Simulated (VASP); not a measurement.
# MgO (I4/mmm) in VASP: notebook

The runs below take MgO through single point, with PBEsol.

Everything below comes from runs of VASP 6.6.1. Logs are shortened: lines on timing, memory, paths and dates and some standing lists are left out, and cuts for length are marked.

## (1) The cell of the first run

It takes space group I4/mmm (No. 139, tetragonal). Conventional cell: a = 3.061 Å, b = 3.061 Å, c = 4.156 Å, α = 90.00°, β = 90.00°, γ = 90.00°. Mg (site symmetry 4/mmm) has 6 O at 2.08 to 2.16 Å within 2.8 Å. Within 2.8 Å of O (site symmetry 4/mmm) lie 6 Mg at 2.08 to 2.16 Å.

## (2) Single point, PBEsol

Contents of INCAR:

```
SYSTEM = MgO
PREC = Accurate ; ENCUT = 520
EDIFF = 1E-6 ; ISMEAR = 0
SIGMA = 0.05 ; LREAL = .FALSE.
LASPH = .TRUE. ; NELM = 80
ALGO = Normal ; ISIF = 2
LWAVE = .FALSE. ; LCHARG = .TRUE.
GGA = PS ; LELF = .TRUE.
LVHAR = .TRUE. ; NBANDS = 11
```

Contents of KPOINTS:

```
regular mesh
0
G
  10 10 10
  0 0 0
```

Contents of POSCAR:

```
MgO
1.0
    0.0000000000      2.1644022651      2.0778261745
    2.1644022651      0.0000000000      2.0778261745
    2.1644022651      2.1644022651      0.0000000000
Mg O
1 1
Direct
    0.0000000000      0.0000000000      0.0000000000
    0.5000000000      0.5000000000      0.5000000000
```

Potentials or basis: VASP PAW PBE potentials, release 64 (Mg, O).

The run is started by

```sh
> cat potpaw_PBE.64/Mg/POTCAR potpaw_PBE.64/O/POTCAR > POTCAR
> mpirun -np 1 vasp_std > vasp.out
```

OUTCAR:

```text
SYSTEM = MgO
   PREC = Accurate
   ENCUT = 520
   EDIFF = 1E-6
   ISMEAR = 0
   LREAL = .FALSE.
   LASPH = .TRUE.
   NELM = 80
   ISIF = 2
   GGA = PS

 ion  position               nearest neighbor table
   1  0.000  0.000  0.000-   2 2.08   2 2.08   2 2.16   2 2.16   2 2.16   2 2.16
   2  0.500  0.500  0.500-   1 2.08   1 2.08   1 2.16   1 2.16   1 2.16   1 2.16

  LATTYP: Found a body centered tetragonal cell.
 ALAT       =     3.0609270377
 C/A-ratio  =     1.3576450199

  Lattice vectors:

 A1 = (   0.0000000000,  -2.1644022651,  -2.0778261745)
 A2 = (   0.0000000000,   2.1644022651,  -2.0778261745)
 A3 = (   2.1644022651,   0.0000000000,   2.0778261745)

Analysis of symmetry for initial positions (statically):
=====================================================================
 Subroutine PRICEL returns:
 Original cell was already a primitive cell.

 Routine SETGRP: Setting up the symmetry group for a
 body centered tetragonal supercell.

 Subroutine GETGRP returns: Found 16 space group operations
 (whereof 16 operations were pure point group operations)
 out of a pool of 16 trial point group operations.

The static configuration has the point symmetry D_4h.

Analysis of symmetry for dynamics (positions and initial velocities):
=====================================================================
 Subroutine PRICEL returns:
 Original cell was already a primitive cell.

 Routine SETGRP: Setting up the symmetry group for a
 body centered tetragonal supercell.

 Subroutine GETGRP returns: Found 16 space group operations
 (whereof 16 operations were pure point group operations)
 out of a pool of 16 trial point group operations.

The dynamic configuration has the point symmetry D_4h.

 Subroutine INISYM returns: Found 16 space group operations
 (whereof 16 operations are pure point group operations),
 and found     1 'primitive' translations

----------------------------------------------------------------------------------------

                                     Primitive cell

  volume of cell :      19.4677

  direct lattice vectors                    reciprocal lattice vectors
     0.000000000  2.164402265  2.077826175    -0.231010662  0.231010662  0.240636106
     2.164402265  0.000000000  2.077826175     0.231010662 -0.231010662  0.240636106
     2.164402265  2.164402265  0.000000000     0.231010662  0.231010662 -0.240636106

  length of vectors
     3.000333111  3.000333111  3.060927038     0.405755576  0.405755576  0.405755576

  position of ions in fractional coordinates (direct lattice)
     0.000000000  0.000000000  0.000000000
     0.500000000  0.500000000  0.500000000

  ion indices of the primitive-cell ions
   primitive index   ion index
                 1           1
                 2           2

----------------------------------------------------------------------------------------

 KPOINTS: regular mesh

Automatic generation of k-mesh.
 Grid dimensions read from file:
 generate k-points for:   10   10   10

 Generating k-lattice:

  Cartesian coordinates                     Fractional coordinates (reciprocal lattice)
    -0.023101066  0.023101066  0.024063611     0.100000000  0.000000000  0.000000000
     0.023101066 -0.023101066  0.024063611     0.000000000  0.100000000  0.000000000
     0.023101066  0.023101066 -0.024063611    -0.000000000 -0.000000000  0.100000000

  Length of vectors
     0.040575558  0.040575558  0.040575558

  Shift w.r.t. Gamma in fractional coordinates (k-lattice)
     0.000000000  0.000000000  0.000000000

 Subroutine IBZKPT returns following result:
 ===========================================

 Found    102 irreducible k-points:

 Following reciprocal coordinates:
            Coordinates               Weight
  0.000000  0.000000  0.000000      1.000000
  0.100000 -0.000000  0.000000      8.000000
  0.200000 -0.000000  0.000000      8.000000
  0.300000  0.000000  0.000000      8.000000
  0.400000  0.000000  0.000000      8.000000
  0.500000 -0.000000  0.000000      4.000000
[... 16 lines left out ...]
  0.300000  0.300000  0.000000      2.000000
  0.400000  0.300000  0.000000      8.000000
 [... further k-points ...]
   k-points           NKPTS =    102   k-points in BZ     NKDIM =    102   number of bands    NBANDS=     11
   number of dos      NEDOS =    301   number of ions     NIONS =      2
   total plane-waves  NPLWV =  13824
   dimension x,y,z NGX =    24 NGY =   24 NGZ =   24
   dimension x,y,z NGXF=    48 NGYF=   48 NGZF=   48
   ions per type =               1   1
   NGX,Y,Z   is equivalent  to a cutoff of  13.30, 13.30, 13.03 a.u.
   NGXF,Y,Z  is equivalent  to a cutoff of  26.60, 26.60, 26.07 a.u.
 SYSTEM =  MgO
   PREC   = accura    normal or accurate (medium, high low for compatibility)
   ISTART =      0    job   : 0-new  1-cont  2-samecut
   ICHARG =      2    charge: 1-file 2-atom 10-const
   ISPIN  =      1    spin polarized calculation?
   LNONCOLLINEAR =      F non collinear calculations
   LSORBIT =      F    spin-orbit coupling
   LASPH  =      T    aspherical Exc in radial PAW
   ENCUT  =  520.0 eV  38.22 Ry    6.18 a.u.   5.58  5.58  5.69*2*pi/ulx,y,z
   NELM   =     80;   NELMIN=  2; NELMDL= -5     # of ELM steps
   EDIFF  = 0.1E-05   stopping-criterion for ELM
   LREAL  =      F    real-space projection
   EDIFFG = 0.1E-04   stopping-criterion for IOM
   NSW    =      0    number of steps for IOM
   IBRION =     -1    ionic relax: 0-MD 1-quasi-New 2-CG
   NFREE  =      0    steps in history (QN), initial steepest desc. (CG)
   ISIF   =      2    stress and relaxation
   ISYM   =      2    0-nonsym 1-usesym 2-fastsym
   POTIM  = 0.5000    time-step for ionic-motion
   TEBEG  =    0.0;   TEEND  =   0.0 temperature during run
   PSTRESS=    0.0 pullay stress
   NELECT =       8.0000    total number of electrons
   NUPDOWN=      -1.0000    fix difference up-down
   EMIN   =  10.00;   EMAX   =-10.00  energy-range for DOS
   EFERMI =   0.00;   METHOD = LEGACY
   ISMEAR =     0;   SIGMA  =   0.05  broadening in eV -4-tet -1-fermi 0-gaus
   EFERMI_NEDOS =   21; number of points for ismear=-14 and -15
   IALGO  =     38    algorithm
   IMIX   =      4    mixing-type and parameters
     AMIX     =   0.40;   BMIX     =  1.00
     AMIX_MAG =   1.60;   BMIX_MAG =  1.00
  volume/ion in A,a.u.               =       9.73        65.69
  Fermi-wavevector in a.u.,A,eV,Ry     =   1.217119  2.300022 20.155386  1.481379
  Thomas-Fermi vector in A             =   2.352450
   LORBIT       =      0    0 simple, 1 ext, 2 COOP (PROOUT), +10 PAW based schemes
   GGA     = PS    functional components
   LHFCALC =     F    Hartree Fock is set to
   AEXX    =    0.0000 exact exchange contribution
   IVDW    =     0    specifies the selected vdW correction
   LEPSILON=     F    determine dielectric tensor
   LRPA    =     F    only Hartree local field effects (RPA)
 non-spin polarized calculation
 Gauss-broadening in eV      SIGMA  =   0.05
  energy-cutoff  :      520.00
  volume of cell :       19.47
 maximum number of plane-waves:       540
 NGX is ok and might be reduce to    24
   NGX = 11   NGY = 11   NGZ = 11

 number of electron       8.0000001 magnetization

 Free energy of the ion-electron system (eV)
  ---------------------------------------------------
  ext. energy  EPLUGINS =         0.00000000
  ---------------------------------------------------
  free energy    TOTEN  =       -12.48540147 eV

  energy without entropy =      -12.48540147  energy(sigma->0) =      -12.48540147

 E-fermi :   3.0326     XC(G=0): -11.1102

 val. band max:        2.7944427739   @ k =   0.0000   0.0000   0.0000
 cond. band min:       7.0007419931   @ k =   0.0000   0.0000   0.0000
 fundamental gap:      4.2062992192
 Fermi energy:         3.0326038360

 k-point     1 :       0.0000    0.0000    0.0000
  band No.  band energies     occupation
      1     -14.2375      2.00000
      2       2.6930      2.00000
      3       2.7944      2.00000
      4       2.7944      2.00000
      5       7.0007      0.00000
      6      18.0471      0.00000
      7      18.0471      0.00000
      8      18.4638      0.00000
      9      21.9254      0.00000
     10      23.0933      0.00000
     11      24.4219      0.00000

 k-point     2 :       0.1000   -0.0000    0.0000
  band No.  band energies     occupation
      1     -14.1370      2.00000
      2       2.1000      2.00000
      3       2.6751      2.00000
      4       2.7224      2.00000
      5       7.6402      0.00000
      6      16.9253      0.00000
      7      18.2584      0.00000
      8      18.5612      0.00000
      9      22.4019      0.00000
     10      23.3826      0.00000
     11      23.6499      0.00000

 k-point     3 :       0.2000   -0.0000    0.0000
  band No.  band energies     occupation
      1     -13.8617      2.00000
      2       0.8067      2.00000
      3       2.5290      2.00000
      4       2.5405      2.00000
      5       8.8367      0.00000
      6      15.4054      0.00000
      7      18.6055      0.00000
      8      19.0713      0.00000
      9      21.8657      0.00000
     10      22.6204      0.00000
     11      24.3133      0.00000
[... 267 lines left out ...]
 k-point    23 :       0.3000    0.3000    0.0000
  band No.  band energies     occupation
      1     -13.2439      2.00000
      2      -0.3276      2.00000
      3       1.7824      2.00000
      4       1.7824      2.00000
      5      11.1154      0.00000
      6      12.7274      0.00000
      7      17.1181      0.00000
      8      19.7955      0.00000
      9      19.7955      0.00000
     10      25.9032      0.00000
     11      29.8125      0.00000

 k-point    24 :       0.4000    0.3000    0.0000
  band No.  band energies     occupation
      1     -13.0080      2.00000
      2      -0.7142      2.00000
      3       1.4425      2.00000
      4       1.6257      2.00000
      5      11.8242      0.00000
      6      12.4250      0.00000
      7      16.2161      0.00000
      8      19.9732      0.00000
      9      20.2339      0.00000
     10      26.7071      0.00000
     11      29.2892      0.00000

 [... further k-points ...]

------------------------ aborting loop because EDIFF is reached ----------------------------------------

  FORCE on cell =-STRESS in cart. coord.  units (eV):
  Direction    XX          YY          ZZ          XY          YZ          ZX
  --------------------------------------------------------------------------------------
  -------------------------------------------------------------------------------------
  Total       -0.9959236     -0.9959236     -0.1310466      0.0000000      0.0000000      0.0000000
  in kB      -81.9636792    -81.9636792    -10.7850227      0.0000000      0.0000000      0.0000000
  external PRESSURE =     -58.2374604 kB  Pullay stress =       0.0000000 kB

 VOLUME and BASIS-vectors are now :
 -----------------------------------------------------------------------------
  energy-cutoff  :      520.00
  volume of cell :       19.47
      direct lattice vectors                 reciprocal lattice vectors
     0.000000000  2.164402265  2.077826175    -0.231010662  0.231010662  0.240636106
     2.164402265  0.000000000  2.077826175     0.231010662 -0.231010662  0.240636106
     2.164402265  2.164402265  0.000000000     0.231010662  0.231010662 -0.240636106

 POSITION                                       TOTAL-FORCE (eV/Angst)
 -----------------------------------------------------------------------------------
      0.00000      0.00000      0.00000         0.000000     -0.000000     -0.000000
      2.16440      2.16440      2.07783         0.000000      0.000000      0.000000
 -----------------------------------------------------------------------------------
    total drift:                               -0.000000     -0.000000      0.000000

  FREE ENERGIE OF THE ION-ELECTRON SYSTEM (eV)
  ---------------------------------------------------
  free  energy   TOTEN  =       -12.4854014661 eV

  energy  without entropy=      -12.4854014661  energy(sigma->0) =      -12.48540147
```

Run time: 13 s. Hardware: 1 thread of Intel Xeon Platinum 8375C at 2.90GHz (Ice Lake), shared host; peak memory 0.15 GiB.

What came out:

* Free energy: -12.4854 eV
* Pressure: -5.8 GPa
* Band gap on the k mesh: 4.21 eV, direct

Levels at points of the mesh, in eV from the valence-band top:
```csv
k point,band 1,band 2,band 3,band 4,band 5,band 6,band 7,band 8,band 9
"(0.00, 0.00, 0.00)",-17.03,-0.10,0.00,0.00,4.21,15.25,15.25,15.67,19.13
"(0.50, 0.00, 0.00)",-15.82,-4.53,-0.69,-0.62,7.45,12.00,15.30,16.23,20.11
"(0.50, 0.50, 0.00)",-15.50,-3.91,-1.45,-1.45,8.57,9.41,12.87,17.89,17.89
"(0.50, 0.00, 0.50)",-15.61,-4.05,-1.41,-1.16,9.00,9.43,12.33,17.99,18.75
```

Caveat: the PAW data sets were made with another functional, which shifts forces and pressure a little.

## (3) Single point, PBEsol

Contents of INCAR:

```
SYSTEM = MgO
PREC = Accurate ; ENCUT = 520
EDIFF = 1E-6 ; ISMEAR = 0
SIGMA = 0.05 ; LREAL = .FALSE.
LASPH = .TRUE. ; NELM = 80
ALGO = Normal ; ISIF = 2
LWAVE = .FALSE. ; LCHARG = .FALSE.
GGA = PS ; NBANDS = 11
```

KPOINTS is that of step 2.

Contents of POSCAR:

```
MgO
1.0
    0.0000000000      2.1007060737      2.2057413773
    2.1007060737      0.0000000000      2.2057413773
    2.1007060737      2.1007060737      0.0000000000
Mg O
1 1
Direct
    0.0000000000      0.0000000000      0.0000000000
    0.5000000000      0.5000000000      0.5000000000
```

Potentials or basis: VASP PAW PBE potentials, release 64 (Mg, O).

The run is started by

```sh
> cat potpaw_PBE.64/Mg/POTCAR potpaw_PBE.64/O/POTCAR > POTCAR
> mpirun -np 1 vasp_std > vasp.out
```

Run time: 13 s. Hardware: 1 thread of Intel Xeon Platinum 8375C at 2.90GHz (Ice Lake), shared host; peak memory 0.15 GiB.

The run converged. Its results:

| Item | Value |
| --- | --- |
| Free energy | -12.4823 eV |
| Pressure | -5.6 GPa |
| Band gap on the k mesh | 4.17 eV, direct |

Stress tensor (GPa, compression positive):
```
 -3.26   0.00   0.00
  0.00  -3.26   0.00
  0.00   0.00 -10.42
```

Levels at points of the mesh, in eV from the valence-band top:
| k point | band 1 | band 2 | band 3 | band 4 | band 5 | band 6 | band 7 | band 8 |
| --- | --- | --- | --- | --- | --- | --- | --- | --- |
| (0.00, 0.00, 0.00) | -17.06 | -0.10 | -0.10 | 0.00 | 4.17 | 15.03 | 15.54 | 15.54 |
| (0.50, 0.00, 0.00) | -15.85 | -4.56 | -0.74 | -0.63 | 7.42 | 11.96 | 15.24 | 16.25 |
| (0.50, 0.50, 0.00) | -15.69 | -4.14 | -1.24 | -1.24 | 9.15 | 9.45 | 12.06 | 18.56 |
| (0.50, 0.00, 0.50) | -15.56 | -3.99 | -1.59 | -1.28 | 8.67 | 9.38 | 12.69 | 17.53 |

Caveat: the PAW data sets were made with another functional, which shifts forces and pressure a little.
